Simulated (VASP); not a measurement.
# AlNi (Pm-3m) in VASP: a series of runs

AlNi is run at these levels: PBEsol; tasks: single point, relaxation of cell and atoms.

All numbers are computed with VASP 6.6.1; they aren't measurements. Logs are shortened: lines on timing, memory, paths and dates and some standing lists are left out, and cuts for length are marked.

## (1) The cell of the first run

It takes space group Pm-3m (No. 221, cubic). Conventional cell: a = 2.862 Å, b = 2.862 Å, c = 2.862 Å, α = 90.00°, β = 90.00°, γ = 90.00°. Al (site symmetry m-3m) has 8 Ni at 2.48 Å and 6 Al at 2.86 Å within 3.3 Å. Ni (site symmetry m-3m) has 8 Al at 2.48 Å and 6 Ni at 2.86 Å within 3.3 Å.

## (2) Single point, PBEsol

INCAR

```
SYSTEM = AlNi
PREC = Accurate
ENCUT = 520
EDIFF = 1E-6
ISMEAR = 0
SIGMA = 0.1
LREAL = .FALSE.
LASPH = .TRUE.
NELM = 60
ALGO = Fast
ISIF = 2
LWAVE = .FALSE.
LCHARG = .FALSE.
GGA = PS
NBANDS = 28
```

KPOINTS

```
regular mesh
0
G
  12 12 8
  0 0 0
```

POSCAR

```
AlNi
1.0
    0.0000000000     -2.8623511841      2.8623511841
   -2.8623511841      2.8623511841      0.0000000000
   -2.8623511841     -2.8623511841     -2.8623511841
Al Ni
3 3
Direct
    0.6666666667      0.3333333333      0.1666666667
    0.3333333333      0.6666666667      0.8333333333
    0.0000000000      0.0000000000      0.5000000000
    0.0000000000      1.0000000000      0.0000000000
    0.6666666667      0.3333333333      0.6666666667
    0.3333333333      0.6666666667      0.3333333333
```

Potentials or basis: VASP PAW PBE potentials, release 64 (Al, Ni).

Run with:

```sh
cat potpaw_PBE.64/Al/POTCAR potpaw_PBE.64/Ni/POTCAR > POTCAR
mpirun -np 1 vasp_std > vasp.out
```

OUTCAR:

```text
SYSTEM = AlNi
   PREC = Accurate
   ENCUT = 520
   EDIFF = 1E-6
   ISMEAR = 0
   LREAL = .FALSE.
   LASPH = .TRUE.
   NELM = 60
   ISIF = 2
   GGA = PS

 ion  position               nearest neighbor table
   1  0.667  0.333  0.167-   6 2.48   6 2.48   4 2.48   5 2.48   5 2.48   4 2.48   4 2.48   6 2.48
                             3 2.86   2 2.86   2 2.86   3 2.86   3 2.86   2 2.86
   2  0.333  0.667  0.833-   5 2.48   5 2.48   4 2.48   6 2.48   6 2.48   4 2.48   4 2.48   5 2.48
                             3 2.86   3 2.86   3 2.86   1 2.86   1 2.86   1 2.86
   3  0.000  0.000  0.500-   5 2.48   6 2.48   4 2.48   4 2.48   5 2.48   6 2.48   5 2.48   6 2.48
                             1 2.86   2 2.86   1 2.86   2 2.86   2 2.86   1 2.86
   4  0.000  0.000  0.000-   1 2.48   2 2.48   3 2.48   3 2.48   1 2.48   2 2.48   1 2.48   2 2.48
                             6 2.86   5 2.86   5 2.86   5 2.86   6 2.86   6 2.86
   5  0.667  0.333  0.667-   2 2.48   2 2.48   3 2.48   1 2.48   1 2.48   3 2.48   3 2.48   2 2.48
                             4 2.86   4 2.86   6 2.86   6 2.86   4 2.86   6 2.86
   6  0.333  0.667  0.333-   1 2.48   1 2.48   3 2.48   2 2.48   2 2.48   3 2.48   3 2.48   1 2.48
                             4 2.86   5 2.86   4 2.86   4 2.86   5 2.86   5 2.86

  LATTYP: Found a hexagonal cell.
 ALAT       =     4.0479758648
 C/A-ratio  =     1.2247448714

  Lattice vectors:

 A1 = (   0.0000000000,  -2.8623511841,   2.8623511841)
 A2 = (  -2.8623511841,   2.8623511841,   0.0000000000)
 A3 = (  -2.8623511841,  -2.8623511841,  -2.8623511841)

Analysis of symmetry for initial positions (statically):
=====================================================================
 Subroutine PRICEL returns following result:

  LATTYP: Found a simple cubic cell.
 ALAT       =     2.8623511847

  Lattice vectors:

 A1 = (   0.0000000000,  -2.8623511847,   0.0000000000)
 A2 = (  -2.8623511841,  -0.0000000006,   0.0000000000)
 A3 = (   0.0000000000,   0.0000000011,  -2.8623511841)

   3 primitive cells build up your supercell.

 Routine SETGRP: Setting up the symmetry group for a
 hexagonal supercell.

 Subroutine GETGRP returns: Found 12 space group operations
 (whereof 12 operations were pure point group operations)
 out of a pool of 24 trial point group operations.

The static configuration has the point symmetry D_3d.

Analysis of symmetry for dynamics (positions and initial velocities):
=====================================================================
 Subroutine PRICEL returns following result:

  LATTYP: Found a simple cubic cell.
[... 121 lines left out ...]
   IBRION =     -1    ionic relax: 0-MD 1-quasi-New 2-CG
   NFREE  =      0    steps in history (QN), initial steepest desc. (CG)
   ISIF   =      2    stress and relaxation
   ISYM   =      2    0-nonsym 1-usesym 2-fastsym
   POTIM  = 0.5000    time-step for ionic-motion
   TEBEG  =    0.0;   TEEND  =   0.0 temperature during run
   PSTRESS=    0.0 pullay stress
   NELECT =      39.0000    total number of electrons
   NUPDOWN=      -1.0000    fix difference up-down
   EMIN   =  10.00;   EMAX   =-10.00  energy-range for DOS
   EFERMI =   0.00;   METHOD = LEGACY
   ISMEAR =     0;   SIGMA  =   0.10  broadening in eV -4-tet -1-fermi 0-gaus
   EFERMI_NEDOS =   21; number of points for ismear=-14 and -15
   IALGO  =     68    algorithm
   IMIX   =      4    mixing-type and parameters
     AMIX     =   0.40;   BMIX     =  1.00
     AMIX_MAG =   1.60;   BMIX_MAG =  1.00
  volume/ion in A,a.u.               =      11.73        79.13
  Fermi-wavevector in a.u.,A,eV,Ry     =   1.344827  2.541354 24.606942  1.808559
  Thomas-Fermi vector in A             =   2.472789
   LORBIT       =      0    0 simple, 1 ext, 2 COOP (PROOUT), +10 PAW based schemes
   GGA     = PS    functional components
   LHFCALC =     F    Hartree Fock is set to
   AEXX    =    0.0000 exact exchange contribution
   IVDW    =     0    specifies the selected vdW correction
   LEPSILON=     F    determine dielectric tensor
   LRPA    =     F    only Hartree local field effects (RPA)
 non-spin polarized calculation
 RMM-DIIS sequential band-by-band and
 Gauss-broadening in eV      SIGMA  =   0.10
  energy-cutoff  :      520.00
  volume of cell :       70.35
 maximum number of plane-waves:      1926
   NGX = 15   NGY = 15   NGZ = 19

 number of electron      38.9999968 magnetization

 Free energy of the ion-electron system (eV)
  ---------------------------------------------------
  ext. energy  EPLUGINS =         0.00000000
  ---------------------------------------------------
  free energy    TOTEN  =       -34.76579182 eV

  energy without entropy =      -34.75469399  energy(sigma->0) =      -34.76024291

 E-fermi :  10.1677     XC(G=0): -12.2608

 val. band max:       10.1533318775   @ k =  -0.1667   0.4167   0.1250
 cond. band min:      10.1760070483   @ k =  -0.2500  -0.4167   0.1250
 fundamental gap:      0.0226751708
 Fermi energy:        10.1677312855

 k-point     1 :       0.0000    0.0000    0.0000
  band No.  band energies     occupation
      1      -1.1183      2.00000
      2       4.2109      2.00000
      3       4.2109      2.00000
      4       6.5297      2.00000
      5       6.5297      2.00000
      6       6.5297      2.00000
[... 733 lines left out ...]
     27      16.2530      0.00000
     28      16.2701      0.00000

 [... further k-points ...]

------------------------ aborting loop because EDIFF is reached ----------------------------------------

  FORCE on cell =-STRESS in cart. coord.  units (eV):
  Direction    XX          YY          ZZ          XY          YZ          ZX
  --------------------------------------------------------------------------------------
  -------------------------------------------------------------------------------------
  Total       -0.0805111     -0.0805111     -0.0805111      0.0296091      0.0296091      0.0296091
  in kB       -1.8334801     -1.8334801     -1.8334801      0.6742875      0.6742875      0.6742875
  external PRESSURE =      -1.8334801 kB  Pullay stress =       0.0000000 kB

 VOLUME and BASIS-vectors are now :
 -----------------------------------------------------------------------------
  energy-cutoff  :      520.00
  volume of cell :       70.35
      direct lattice vectors                 reciprocal lattice vectors
     0.000000000 -2.862351184  2.862351184    -0.116454380 -0.116454380  0.232908761
    -2.862351184  2.862351184  0.000000000    -0.232908761  0.116454380  0.116454380
    -2.862351184 -2.862351184 -2.862351184    -0.116454380 -0.116454380 -0.116454380

 POSITION                                       TOTAL-FORCE (eV/Angst)
 -----------------------------------------------------------------------------------
     -1.43118     -1.43118      1.43118         0.000000      0.000000      0.000000
     -4.29353     -1.43118     -1.43118         0.000000     -0.000000      0.000000
     -1.43118     -1.43118     -1.43118         0.000000     -0.000000      0.000000
      0.00000      0.00000      0.00000        -0.000000      0.000000     -0.000000
     -2.86235     -2.86235      0.00000        -0.000000      0.000000     -0.000000
     -2.86235      0.00000      0.00000         0.000000     -0.000000      0.000000
 -----------------------------------------------------------------------------------
    total drift:                               -0.000000     -0.000000      0.000000

  FREE ENERGIE OF THE ION-ELECTRON SYSTEM (eV)
  ---------------------------------------------------
  free  energy   TOTEN  =       -34.7657918184 eV

  energy  without entropy=      -34.7546939948  energy(sigma->0) =      -34.76024291
```

It took 4.5 min on 1 thread of Intel Xeon Platinum 8488C (Sapphire Rapids), shared host; peak memory 0.33 GiB.

What came out:

| Property | Result |
| --- | --- |
| Free energy | -34.7658 eV |
| Pressure | -0.2 GPa |
| Band gap on the k mesh | zero (an odd number of electrons rules out a gap without spin polarisation) |

Caveat: the PAW data sets were made with another functional, which shifts forces and pressure a little. Spin polarisation is off, so any magnetic state and its effect on volume and gap are missing.

## (3) Relaxation of cell and atoms, PBEsol

INCAR

```
SYSTEM = AlNi
  ALGO = Fast
  EDIFF = 1E-7
  EDIFFG = -0.015
  ENCUT = 600
  GGA = PS
  IBRION = 2
  ISIF = 3
  ISMEAR = 0
  LASPH = .TRUE.
  LCHARG = .FALSE.
  LREAL = .FALSE.
  LWAVE = .FALSE.
  NELM = 60
  NSW = 80
  PREC = Accurate
  SIGMA = 0.1
```

KPOINTS

```
k-points
0
G
  12 12 8
  0 0 0
```

POSCAR is that of step 2.

Potentials or basis: VASP PAW PBE potentials, release 64 (Al, Ni).

Run with:

```sh
cat potpaw_PBE.64/Al/POTCAR potpaw_PBE.64/Ni/POTCAR > POTCAR
mpirun -np 1 vasp_std > vasp.out
```

OUTCAR:

```text
SYSTEM = AlNi
   EDIFF = 1E-7
   EDIFFG = -0.015
   ENCUT = 600
   GGA = PS
   IBRION = 2
   ISIF = 3
   ISMEAR = 0
   LASPH = .TRUE.
   LREAL = .FALSE.
   NELM = 60
   NSW = 80
   PREC = Accurate

 ion  position               nearest neighbor table
   1  0.667  0.333  0.167-   6 2.48   6 2.48   4 2.48   5 2.48   5 2.48   4 2.48   4 2.48   6 2.48
                             3 2.86   2 2.86   2 2.86   3 2.86   3 2.86   2 2.86
   2  0.333  0.667  0.833-   5 2.48   5 2.48   4 2.48   6 2.48   6 2.48   4 2.48   4 2.48   5 2.48
                             3 2.86   3 2.86   3 2.86   1 2.86   1 2.86   1 2.86
   3  0.000  0.000  0.500-   5 2.48   6 2.48   4 2.48   4 2.48   5 2.48   6 2.48   5 2.48   6 2.48
                             1 2.86   2 2.86   1 2.86   2 2.86   2 2.86   1 2.86
   4  0.000  0.000  0.000-   1 2.48   2 2.48   3 2.48   3 2.48   1 2.48   2 2.48   1 2.48   2 2.48
                             6 2.86   5 2.86   5 2.86   5 2.86   6 2.86   6 2.86
   5  0.667  0.333  0.667-   2 2.48   2 2.48   3 2.48   1 2.48   1 2.48   3 2.48   3 2.48   2 2.48
                             4 2.86   4 2.86   6 2.86   6 2.86   4 2.86   6 2.86
   6  0.333  0.667  0.333-   1 2.48   1 2.48   3 2.48   2 2.48   2 2.48   3 2.48   3 2.48   1 2.48
                             4 2.86   5 2.86   4 2.86   4 2.86   5 2.86   5 2.86

  LATTYP: Found a hexagonal cell.
 ALAT       =     4.0479758648
 C/A-ratio  =     1.2247448714

  Lattice vectors:

[... 214 lines left out ...]
      6       6.5290      2.00000
[... 613 lines left out ...]
     22      12.9186      0.00000
     23      14.1319      0.00000

 [... further k-points ...]

------------------------ aborting loop because EDIFF is reached ----------------------------------------

  FORCE on cell =-STRESS in cart. coord.  units (eV):
  Direction    XX          YY          ZZ          XY          YZ          ZX
  --------------------------------------------------------------------------------------
  -------------------------------------------------------------------------------------
  Total        0.0296380      0.0296380      0.0296380      0.0295263      0.0295263      0.0295263
  in kB        0.6749457      0.6749457      0.6749457      0.6724035      0.6724035      0.6724035
  external PRESSURE =       0.6749457 kB  Pullay stress =       0.0000000 kB

 VOLUME and BASIS-vectors are now :
 -----------------------------------------------------------------------------
  energy-cutoff  :      600.00
  volume of cell :       70.35
      direct lattice vectors                 reciprocal lattice vectors
     0.000000000 -2.862351184  2.862351184    -0.116454380 -0.116454380  0.232908761
    -2.862351184  2.862351184  0.000000000    -0.232908761  0.116454380  0.116454380
    -2.862351184 -2.862351184 -2.862351184    -0.116454380 -0.116454380 -0.116454380

 POSITION                                       TOTAL-FORCE (eV/Angst)
 -----------------------------------------------------------------------------------
     -1.43118     -1.43118      1.43118         0.000000      0.000000      0.000000
     -4.29353     -1.43118     -1.43118        -0.000000      0.000000      0.000000
     -1.43118     -1.43118     -1.43118        -0.000000      0.000000      0.000000
      0.00000      0.00000      0.00000        -0.000000      0.000000      0.000000
     -2.86235     -2.86235      0.00000        -0.000000     -0.000000     -0.000000
     -2.86235      0.00000      0.00000        -0.000000      0.000000      0.000000
 -----------------------------------------------------------------------------------
    total drift:                               -0.000000      0.000000      0.000000

  FREE ENERGIE OF THE ION-ELECTRON SYSTEM (eV)
  ---------------------------------------------------
  free  energy   TOTEN  =       -34.7655671100 eV

  energy  without entropy=      -34.7544694668  energy(sigma->0) =      -34.76001829

 reached required accuracy - stopping structural energy minimisation
```

Wall time 3.7 min (1 thread of Intel Xeon Platinum 8488C (Sapphire Rapids), shared host); peak memory 0.36 GiB.

What came out:

```yaml
Free_energy: -34.7656 eV
Pressure_after_relaxing: 0.1 GPa
Band_gap_on_the_k_mesh: zero (an odd number of electrons rules out a gap without spin polarisation)
```

Final structure:
```cif
data_structure
_symmetry_space_group_name_H-M 'P 1'
_symmetry_Int_Tables_number 1
_cell_length_a 4.0480
_cell_length_b 4.0480
_cell_length_c 4.9577
_cell_angle_alpha 90.000
_cell_angle_beta 90.000
_cell_angle_gamma 120.000
_cell_volume 70.35
loop_
_atom_site_label
_atom_site_type_symbol
_atom_site_fract_x
_atom_site_fract_y
_atom_site_fract_z
_atom_site_occupancy
Al1 Al 0.66667 0.33333 0.16667 1
Al2 Al 0.33333 0.66667 0.83333 1
Al3 Al 0.00000 0.00000 0.50000 1
Ni1 Ni 0.00000 0.00000 0.00000 1
Ni2 Ni 0.66667 0.33333 0.66667 1
Ni3 Ni 0.33333 0.66667 0.33333 1
```

Caveat: the relaxation stopped at its first step, so nothing moved; the PAW data sets were made with another functional, which shifts forces and pressure a little.

## (4) Relaxation of cell and atoms, PBEsol, target pressure 90 GPa, at which the enthalpy is minimised

This run uses another cell than the first one: it holds 2 atoms, not 6.

INCAR

```
PREC = Accurate
ENCUT = 600
EDIFF = 1E-7
ISMEAR = 0
SIGMA = 0.1
LREAL = F
LASPH = T
NELM = 60
ALGO = Normal
ISIF = 3
LWAVE = F
LCHARG = F
GGA = PS
IBRION = 2
NSW = 70
EDIFFG = -0.008
PSTRESS = 900.0
```

KPOINTS

```
Automatic mesh
0
Gamma
  16 16 16
```

POSCAR

```
AlNi
1.0
    2.6146716672      0.0000000000      0.0000000000
    0.0000000000      2.6146716672      0.0000000000
    0.0000000000      0.0000000000      2.6146716672
Al Ni
1 1
Direct
    0.5000000000      0.5000000000      0.5000000000
    0.0000000000      0.0000000000      0.0000000000
```

Run with:

```sh
cat potpaw_PBE.64/Al/POTCAR potpaw_PBE.64/Ni/POTCAR > POTCAR
mpirun -np 1 vasp_std > vasp.out
```

Wall time 1.7 min (1 thread of Intel Xeon 8259CL, shared host); peak memory 0.18 GiB.

The run converged. Its results:

```yaml
Free_energy: -10.3228 eV
Relaxed_volume: 8.84 Å³/atom
Relaxed_cell: a = 2.605 Å, b = 2.605 Å, c = 2.605 Å, α = 90.00°, β = 90.00°, γ = 90.00°
Space_group_after_relaxing_to_0.1_Å: Pm-3m (No. 221)
Energy_change_on_relaxing_the_run_minimises_the_enthalpy: +54.5 meV/atom
Ionic_steps: 3
Pressure_after_relaxing: 89.9 GPa
Band_gap_on_the_k_mesh: zero (an odd number of electrons rules out a gap without spin polarisation)
```

The path:
| step | energy change (eV) | largest force (eV/Å) | pressure (GPa) | volume (Å³) |
| --- | --- | --- | --- | --- |
| 1 | 0.0000 | 0.0000 | 84.28 | 17.88 |
| 2 | 0.4884 | 0.0000 | 109.05 | 17.06 |
| 3 | 0.1091 | 0.0000 | 89.92 | 17.67 |

Final structure:
```
Al Ni
1.0
     2.60485    0.00000    0.00000
     0.00000    2.60485    0.00000
     0.00000    0.00000    2.60485
Al Ni
1 1
Cartesian
  1.3024 1.3024 1.3024
  0.0000 0.0000 0.0000
```

Levels at points of the mesh, in eV from the Fermi level:
```csv
k point,band 5,band 6,band 7,band 8,band 9,band 10
"(0.00, 0.00, 0.00)",-2.29,-2.29,6.98,6.98,6.98,9.19
"(0.50, 0.00, 0.00)",-3.33,-2.14,-0.81,8.49,11.57,11.57
"(0.50, 0.50, 0.00)",-3.16,-3.16,-1.47,2.12,4.16,16.03
"(0.50, 0.50, 0.50)",-1.42,1.70,1.70,1.70,6.00,6.00
```

Caveat: the cell is relaxed towards a set pressure, so the run minimises the enthalpy, not the energy; the PAW data sets were made with another functional, which shifts forces and pressure a little. Spin polarisation is off, so any magnetic state and its effect on volume and gap are missing.

## (5) Relaxation of cell and atoms, PBEsol, target pressure 50 GPa, at which the enthalpy is minimised

This run uses another cell than the first one: it holds 2 atoms, not 6.

INCAR

```
ALGO = Normal ; EDIFF = 1E-7
EDIFFG = -0.008 ; ENCUT = 600
GGA = PS ; IBRION = 2
ISIF = 3 ; ISMEAR = 0
LASPH = True ; LCHARG = False
LREAL = False ; LWAVE = False
NELM = 100 ; NSW = 70
PREC = Accurate ; PSTRESS = 500.0
SIGMA = 0.1
```

KPOINTS

```
k-points
0
Gamma
  16 16 16
```

POSCAR

```
AlNi
1.0
    2.6838694280      0.0000000000      0.0000000000
    0.0000000000      2.6838694280      0.0000000000
    0.0000000000      0.0000000000      2.6838694280
Al Ni
1 1
Direct
    0.5000000000      0.5000000000      0.5000000000
    0.0000000000      0.0000000000      0.0000000000
```

Run with:

```sh
cat potpaw_PBE.64/Al/POTCAR potpaw_PBE.64/Ni/POTCAR > POTCAR
mpirun -np 1 vasp_std > vasp.out
```

Run time: 1.7 min. Hardware: 1 thread of Intel Xeon 8259CL, shared host; peak memory 0.18 GiB.

The run converged. Its results:

```yaml
Free_energy: -11.0486 eV
Relaxed_volume: 9.68 Å³/atom
Relaxed_cell: a = 2.686 Å, b = 2.686 Å, c = 2.686 Å, α = 90.00°, β = 90.00°, γ = 90.00°
Space_group_after_relaxing_to_0.1_Å: Pm-3m (No. 221)
Energy_change_on_relaxing_the_run_minimises_the_enthalpy: -5.7 meV/atom
Ionic_steps: 3
Pressure_after_relaxing: 50.1 GPa
Band_gap_on_the_k_mesh: zero (an odd number of electrons rules out a gap without spin polarisation)
```

The path:
| step | energy change (eV) | largest force (eV/Å) | pressure (GPa) | volume (Å³) |
| --- | --- | --- | --- | --- |
| 1 | 0.0000 | 0.0000 | 50.70 | 19.33 |
| 2 | -0.0366 | 0.0000 | 48.47 | 19.45 |
| 3 | -0.0114 | 0.0000 | 50.06 | 19.37 |

Final structure:
```
Al Ni
1.0
     2.68555    0.00000    0.00000
     0.00000    2.68555    0.00000
     0.00000    0.00000    2.68555
Al Ni
1 1
Direct
  0.50000 0.50000 0.50000
  0.00000 0.00000 0.00000
```

Levels at points of the mesh, in eV from the Fermi level:
| k point | band 4 | band 5 | band 6 | band 7 | band 8 | band 9 | band 10 |
| --- | --- | --- | --- | --- | --- | --- | --- |
| (0.00, 0.00, 0.00) | -2.03 | -2.03 | -2.03 | 6.49 | 6.49 | 6.49 | 8.87 |
| (0.50, 0.00, 0.00) | -2.95 | -2.95 | -1.90 | -0.75 | 8.48 | 11.08 | 11.08 |
| (0.50, 0.50, 0.00) | -3.47 | -2.78 | -2.78 | -1.31 | 1.90 | 3.62 | 14.82 |
| (0.50, 0.50, 0.50) | -1.27 | -1.27 | 1.80 | 1.80 | 1.80 | 5.50 | 5.50 |

Caveat: the cell is relaxed towards a set pressure, so the run minimises the enthalpy, not the energy; the PAW data sets were made with another functional, which shifts forces and pressure a little. Spin polarisation is off, so any magnetic state and its effect on volume and gap are missing.

## (6) Overview

| task | cell | k mesh | cutoff (eV) | gap on the mesh (eV) | pressure (GPa) |
| --- | --- | --- | --- | --- | --- |
| single point | a = 4.048, b = 4.048, c = 4.958 Å, angles 90.0, 90.0, 120.0°, 6 atoms, atomic positions A | 12 × 12 × 8 | 520 | none | -0.2 |
| relaxation of cell and atoms | relaxed from a = 4.048, b = 4.048, c = 4.958 Å, angles 90.0, 90.0, 120.0°, 6 atoms, atomic positions A | 12 × 12 × 8 | 600 | none | 0.1 |
| relaxation of cell and atoms | relaxed to 90 GPa from a = 2.615 Å, 2 atoms, atomic positions B | 16 × 16 × 16 | 600 | none | 89.9 |
| relaxation of cell and atoms | relaxed to 50 GPa from a = 2.684 Å, 2 atoms, atomic positions B | 16 × 16 × 16 | 600 | none | 50.1 |

Alike in all rows: level PBEsol; potentials or basis VASP PAW PBE potentials, release 64 (Al, Ni); no spin polarisation; smearing gaussian 0.1 eV.

Caveats: the PAW data sets were made with another functional, which shifts forces and pressure a little; the cell is relaxed towards a set pressure, so the run minimises the enthalpy, not the energy (at least some runs); the relaxation stopped at its first step, so nothing moved (at least some runs).

Absolute energies hang on the potentials; compare differences alone.
